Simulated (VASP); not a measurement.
Runs of VASP 6.6.1 on Sn. The structure is that of space group Fd-3m (No. 227), or close to it. The cells are those of the table. 

```tsv
cell	further INCAR settings	gap on the mesh (eV)	pressure (GPa)
a = 4.659, b = 4.659, c = 4.590 Å, angles 60.5, 60.5, 59.0°, 2 atoms	ALGO = Fast; EDIFF = 1e-06; NBANDS = 21	none	-0.4
a = 4.693, b = 4.693, c = 4.728 Å, angles 59.8, 59.8, 60.5°, 2 atoms	ALGO = Fast; EDIFF = 1e-07; NBANDS = 21	none	(a)
a = 4.625, b = 4.625, c = 4.659 Å, angles 59.8, 59.8, 60.5°, 2 atoms	ALGO = Fast; EDIFF = 1e-06; NBANDS = 21	none	-0.3
a = 4.693, b = 4.693, c = 4.659 Å, angles 60.2, 60.2, 59.5°, 2 atoms	ALGO = Fast; EDIFF = 1e-06; NBANDS = 21	none	-1.5
```

Alike in all rows: task single point; level PBEsol; potentials or basis VASP PAW PBE potentials, release 64 (Sn_d); no spin polarisation; k mesh 12 × 12 × 12; cutoff (eV) 520; smearing gaussian 0.15 eV.

Q: Estimate the missing entries.

A: (a) -1.9.

Caveats: the PAW data sets were made with another functional, which shifts forces and pressure a little; spin-orbit coupling is left out, which moves the levels of the heavy elements.

A k mesh can miss the band edges, and the runs leave out spin-orbit coupling on Sn.

A gap of «none» marks levels without a gap at the run's occupations.
